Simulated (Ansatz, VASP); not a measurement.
## One calculation of Fe, two programs

Contents of INCAR:

```
SYSTEM = Fe
  ALGO = Normal
  EDIFF = 1E-6
  ENCUT = 520
  GGA = RP
  ISIF = 2
  ISMEAR = -1
  ISPIN = 2
  LASPH = .True.
  LCHARG = .True.
  LELF = .True.
  LMAXMIX = 4
  LORBIT = 11
  LREAL = .False.
  LVHAR = .True.
  LWAVE = .False.
  MAGMOM = 2.288
  NBANDS = 14
  NELM = 150
  PREC = Accurate
  SIGMA = 0.05
```

KPOINTS

```
k-points
0
Gamma
  25 25 25
  0 0 0
```

The input POSCAR:

```
Fe
1.0
   -1.4303483045      1.4303483045      1.4303483045
    1.4303483045     -1.4303483045      1.4303483045
    1.4303483045      1.4303483045     -1.4303483045
Fe
1
Direct
    0.0000000000      0.0000000000      0.0000000000
```

Input for Ansatz:

```yaml
crystal:
  lattice:
    - [-1.4303483045, 1.4303483045, 1.4303483045]
    - [1.4303483045, -1.4303483045, 1.4303483045]
    - [1.4303483045, 1.4303483045, -1.4303483045]
  atoms:
    - { symbol: Fe, position: [0.0, 0.0, 0.0], spin: 2.288 }
hamiltonian:
  xc: rpbe
  pseudopotentials:
    kind: paw
    azcp:
      Fe: "pseudopotentials/Fe.paw.azcp"
basis:
  ecutwfc: 420
  fft_grid_basis: typed
kpoints:
  mp_grid: { grid: [25, 25, 25], shift: [0, 0, 0] }
magnetization:
  spin_polarized: true
scf:
  occupations: { method: fermi_dirac, width: 0.05 }
```

Alike in both runs: task single point; functional RPBE; k mesh 25 × 25 × 25; occupations fermi-dirac, width 0.05 eV; collinear spin.

```csv
,VASP,Ansatz
version,VASP 6.6.1,Ansatz 0.2.0
potentials or method,"VASP PAW PBE potentials, release 64 (Fe), cutoff 520 eV","plane waves (420 eV) with PAW, scalar-relativistic"
valence electrons in the cell,8,16
```

VASP gave:

```
net moment per atom (μB)                                      : 2.27
size of the moment on the site where the two differ most (μB) : 2.27
```

Task: Which values does Ansatz return?

Result: net moment per atom (μB): 2.24; size of the moment on the site where the two differ most (μB): 2.30.

VASP's potentials were made for PBE, not for RPBE. Site moments also hang on the region over which each program counts them. With one functional, cell and mesh, what is left measures potentials, basis and numerics. VASP's potentials hold 8 valence electrons a cell and Ansatz's 16, so a difference there can come from the potentials and not from the codes.
